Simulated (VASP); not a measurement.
# MgCdS2 (P4/mmm) in VASP: notebook

Runs on MgCdS2. Level: LDA. Tasks: single point.

Everything below comes from runs of VASP 6.6.1. Logs are shortened: lines on timing, memory, paths and dates and some standing lists are left out, and cuts for length are marked.

**1. The cell of the first run**

Symmetry: P4/mmm, No. 123, tetragonal system. Conventional cell: a = 3.858 Å, b = 3.858 Å, c = 5.457 Å, α = 90.00°, β = 90.00°, γ = 90.00°. Mg (site symmetry 4/mmm) has 6 S at 2.73 Å within 3.6 Å. Cd (site symmetry 4/mmm) has 6 S at 2.73 Å within 3.6 Å. S (site symmetry 4/mmm) has 4 Mg at 2.73 Å and 2 Cd at 2.73 Å within 3.6 Å. Within 3.6 Å of S (site symmetry 4/mmm) lie 4 Cd at 2.73 Å and 2 Mg at 2.73 Å.

**2. Single point, LDA**

Input file INCAR:

```
ALGO = Normal
EDIFF = 1E-7
ENCUT = 520
ISIF = 2
ISMEAR = -1
LASPH = T
LCHARG = F
LREAL = F
LWAVE = F
NBANDS = 21
NELM = 60
PREC = Accurate
SIGMA = 0.1
```

Input file KPOINTS:

```
k-points
0
Gamma
  6 6 4
```

Input file POSCAR:

```
MgCdS2
1.0
    3.8577827461      0.0000000000      0.0000000000
    0.0000000000      3.8577827461      0.0000000000
    0.0000000000      0.0000000000      5.4565766538
Mg Cd S
1 1 2
Direct
    0.5000000000      0.5000000000      0.5000000000
    0.0000000000      0.0000000000      0.0000000000
    0.0000000000      0.0000000000      0.5000000000
    0.5000000000      0.5000000000      0.0000000000
```

Potentials or basis: VASP PAW LDA potentials, release 64 (Mg, Cd, S).

Command:

```
$ cat potpaw_LDA.64/Mg/POTCAR potpaw_LDA.64/Cd/POTCAR potpaw_LDA.64/S/POTCAR > POTCAR
$ mpirun -np 1 vasp_std > vasp.out
```

OUTCAR:

```text
EDIFF = 1E-7
   ENCUT = 520
   ISIF = 2
   ISMEAR = -1
   LASPH = T
   LREAL = F
   NELM = 60
   PREC = Accurate

 ion  position               nearest neighbor table
   1  0.500  0.500  0.500-   3 2.73   3 2.73   3 2.73   3 2.73   4 2.73   4 2.73
   2  0.000  0.000  0.000-   4 2.73   4 2.73   4 2.73   4 2.73   3 2.73   3 2.73
   3  0.000  0.000  0.500-   1 2.73   1 2.73   1 2.73   1 2.73   2 2.73   2 2.73
   4  0.500  0.500  0.000-   2 2.73   2 2.73   2 2.73   2 2.73   1 2.73   1 2.73

  LATTYP: Found a simple tetragonal cell.
 ALAT       =     3.8577827461
 C/A-ratio  =     1.4144333709

  Lattice vectors:

 A1 = (   3.8577827461,   0.0000000000,   0.0000000000)
 A2 = (   0.0000000000,   3.8577827461,   0.0000000000)
 A3 = (   0.0000000000,   0.0000000000,   5.4565766538)

Analysis of symmetry for initial positions (statically):
=====================================================================
 Subroutine PRICEL returns:
 Original cell was already a primitive cell.

 Routine SETGRP: Setting up the symmetry group for a
 simple tetragonal supercell.

 Subroutine GETGRP returns: Found 16 space group operations
 (whereof 16 operations were pure point group operations)
 out of a pool of 16 trial point group operations.

The static configuration has the point symmetry D_4h.

Analysis of symmetry for dynamics (positions and initial velocities):
=====================================================================
 Subroutine PRICEL returns:
 Original cell was already a primitive cell.

 Routine SETGRP: Setting up the symmetry group for a
 simple tetragonal supercell.

 Subroutine GETGRP returns: Found 16 space group operations
 (whereof 16 operations were pure point group operations)
 out of a pool of 16 trial point group operations.

The dynamic configuration has the point symmetry D_4h.

 Subroutine INISYM returns: Found 16 space group operations
 (whereof 16 operations are pure point group operations),
 and found     1 'primitive' translations

----------------------------------------------------------------------------------------

                                     Primitive cell

  volume of cell :      81.2074

  direct lattice vectors                    reciprocal lattice vectors
     3.857782746  0.000000000  0.000000000     0.259216256  0.000000000  0.000000000
     0.000000000  3.857782746  0.000000000     0.000000000  0.259216256  0.000000000
     0.000000000  0.000000000  5.456576654     0.000000000  0.000000000  0.183265088

[... 87 lines left out ...]
   EDIFF  = 0.1E-06   stopping-criterion for ELM
   LREAL  =      F    real-space projection
   EDIFFG = 0.1E-05   stopping-criterion for IOM
   NSW    =      0    number of steps for IOM
   IBRION =     -1    ionic relax: 0-MD 1-quasi-New 2-CG
   NFREE  =      0    steps in history (QN), initial steepest desc. (CG)
   ISIF   =      2    stress and relaxation
   ISYM   =      2    0-nonsym 1-usesym 2-fastsym
   POTIM  = 0.5000    time-step for ionic-motion
   TEBEG  =    0.0;   TEEND  =   0.0 temperature during run
   PSTRESS=    0.0 pullay stress
   NELECT =      26.0000    total number of electrons
   NUPDOWN=      -1.0000    fix difference up-down
   EMIN   =  10.00;   EMAX   =-10.00  energy-range for DOS
   EFERMI =   0.00;   METHOD = LEGACY
   ISMEAR =    -1;   SIGMA  =   0.10  broadening in eV -4-tet -1-fermi 0-gaus
   EFERMI_NEDOS =   21; number of points for ismear=-14 and -15
   IALGO  =     38    algorithm
   IMIX   =      4    mixing-type and parameters
     AMIX     =   0.40;   BMIX     =  1.00
     AMIX_MAG =   1.60;   BMIX_MAG =  1.00
  volume/ion in A,a.u.               =      20.30       137.00
  Fermi-wavevector in a.u.,A,eV,Ry     =   1.119955  2.116409 17.065785  1.254300
  Thomas-Fermi vector in A             =   2.256598
   LORBIT       =      0    0 simple, 1 ext, 2 COOP (PROOUT), +10 PAW based schemes
   GGA     = CA    functional components
   LHFCALC =     F    Hartree Fock is set to
   AEXX    =    0.0000 exact exchange contribution
   IVDW    =     0    specifies the selected vdW correction
   LEPSILON=     F    determine dielectric tensor
   LRPA    =     F    only Hartree local field effects (RPA)
 non-spin polarized calculation
  energy-cutoff  :      520.00
  volume of cell :       81.21
 maximum number of plane-waves:      2212
 NGX is ok and might be reduce to    30
   NGX = 15   NGY = 15   NGZ = 21

 number of electron      25.9999993 magnetization

 Free energy of the ion-electron system (eV)
  ---------------------------------------------------
  ext. energy  EPLUGINS =         0.00000000
  ---------------------------------------------------
  free energy    TOTEN  =       -16.58473020 eV

  energy without entropy =      -16.57702031  energy(sigma->0) =      -16.58087526

 E-fermi :   3.1085     XC(G=0): -10.1038

 val. band max:        2.8995224555   @ k =   0.5000   0.0000   0.5000
 cond. band min:       3.2378112930   @ k =   0.0000   0.0000   0.0000
 fundamental gap:      0.3382888375
 Fermi energy:         3.1085420776

 k-point     1 :       0.0000    0.0000    0.0000
  band No.  band energies     occupation
      1      -9.7705      2.00000
      2      -8.6875      2.00000
      3      -4.8723      2.00000
      4      -4.7331      2.00000
      5      -4.6460      2.00000
      6      -4.6460      2.00000
[... 565 lines left out ...]
     20       9.5203      0.00000
     21      10.7391      0.00000

 [... further k-points ...]

------------------------ aborting loop because EDIFF is reached ----------------------------------------

  FORCE on cell =-STRESS in cart. coord.  units (eV):
  Direction    XX          YY          ZZ          XY          YZ          ZX
  --------------------------------------------------------------------------------------
  -------------------------------------------------------------------------------------
  Total       -3.9758767     -3.9758767     -4.0541227      0.0000000      0.0000000      0.0000000
  in kB      -78.4418270    -78.4418270    -79.9855759      0.0000000      0.0000000      0.0000000
  external PRESSURE =     -78.9564100 kB  Pullay stress =       0.0000000 kB

 VOLUME and BASIS-vectors are now :
 -----------------------------------------------------------------------------
  energy-cutoff  :      520.00
  volume of cell :       81.21
      direct lattice vectors                 reciprocal lattice vectors
     3.857782746  0.000000000  0.000000000     0.259216256  0.000000000  0.000000000
     0.000000000  3.857782746  0.000000000     0.000000000  0.259216256  0.000000000
     0.000000000  0.000000000  5.456576654     0.000000000  0.000000000  0.183265088

 POSITION                                       TOTAL-FORCE (eV/Angst)
 -----------------------------------------------------------------------------------
      1.92889      1.92889      2.72829         0.000000      0.000000      0.000000
      0.00000      0.00000      0.00000         0.000000      0.000000      0.000000
      0.00000      0.00000      2.72829         0.000000      0.000000      0.000000
      1.92889      1.92889      0.00000         0.000000      0.000000      0.000000
 -----------------------------------------------------------------------------------
    total drift:                               -0.000000      0.000000      0.000000

  FREE ENERGIE OF THE ION-ELECTRON SYSTEM (eV)
  ---------------------------------------------------
  free  energy   TOTEN  =       -16.5847302019 eV

  energy  without entropy=      -16.5770203097  energy(sigma->0) =      -16.58087526
```

It took 62 s on 1 thread of AMD EPYC 7R13, shared host; peak memory 0.16 GiB.

Results:

| Item | Value |
| --- | --- |
| Free energy | -16.5847 eV |
| Pressure | -7.9 GPa |
| Band gap on the k mesh | zero (bands 13 and 14 overlap by 0.02 eV) |

Caveat: the cell stands under tension; semilocal functionals underestimate gaps, so a narrow gap can read as zero.

**3. Single point, LDA**

This run uses another cell than the first one, of 20.89 Å³/atom.

Input file INCAR:

```
ALGO = Normal ; EDIFF = 1E-7
ENCUT = 520 ; GGA = CA
ISIF = 2 ; ISMEAR = -1
LASPH = True ; LCHARG = False
LREAL = False ; LWAVE = False
NBANDS = 21 ; NELM = 100
PREC = Accurate ; SIGMA = 0.1
```

KPOINTS is that of step 2.

Input file POSCAR:

```
MgCdS2
1.0
    3.8945257455      0.0000000000      0.0000000000
    0.0000000000      3.8945257455      0.0000000000
    0.0000000000      0.0000000000      5.5085471784
Mg Cd S
1 1 2
Direct
    0.5000000000      0.5000000000      0.5000000000
    0.0000000000      0.0000000000      0.0000000000
    0.0000000000      0.0000000000      0.5000000000
    0.5000000000      0.5000000000      0.0000000000
```

Potentials or basis: VASP PAW LDA potentials, release 64 (Mg, Cd, S).

Command:

```
$ cat potpaw_LDA.64/Mg/POTCAR potpaw_LDA.64/Cd/POTCAR potpaw_LDA.64/S/POTCAR > POTCAR
$ mpirun -np 1 vasp_std > vasp.out
```

Run time: 62 s. Hardware: 1 thread of AMD EPYC 7R13, shared host; peak memory 0.16 GiB.

It converged, with:

- Free energy: -16.4594 eV
- Pressure: -9.3 GPa
- Band gap on the k mesh: zero (bands 13 and 14 overlap by 0.01 eV)

Stress tensor (GPa, compression positive):
```
-9.22  0.00  0.00
 0.00 -9.22  0.00
 0.00  0.00 -9.38
```

Levels at points of the mesh, in eV from the Fermi level:
| k point | band 11 | band 12 | band 13 | band 14 | band 15 | band 16 |
| --- | --- | --- | --- | --- | --- | --- |
| (0.00, 0.00, 0.00) | -0.83 | -0.82 | -0.82 | 0.08 | 1.53 | 4.63 |
| (0.50, 0.00, 0.00) | -2.31 | -1.22 | -0.32 | 4.15 | 4.26 | 5.10 |
| (0.50, 0.50, 0.00) | -2.19 | -2.19 | -2.12 | -0.22 | 1.47 | 4.80 |
| (0.00, 0.00, 0.50) | -1.68 | -1.39 | -1.39 | 2.67 | 3.31 | 5.06 |
| (0.50, 0.00, 0.50) | -1.07 | -0.28 | -0.21 | 3.20 | 3.29 | 5.53 |
| (0.50, 0.50, 0.50) | -3.16 | -3.10 | -2.74 | 3.01 | 3.66 | 6.24 |

Caveat: the cell stands under tension; semilocal functionals underestimate gaps, so a narrow gap can read as zero.
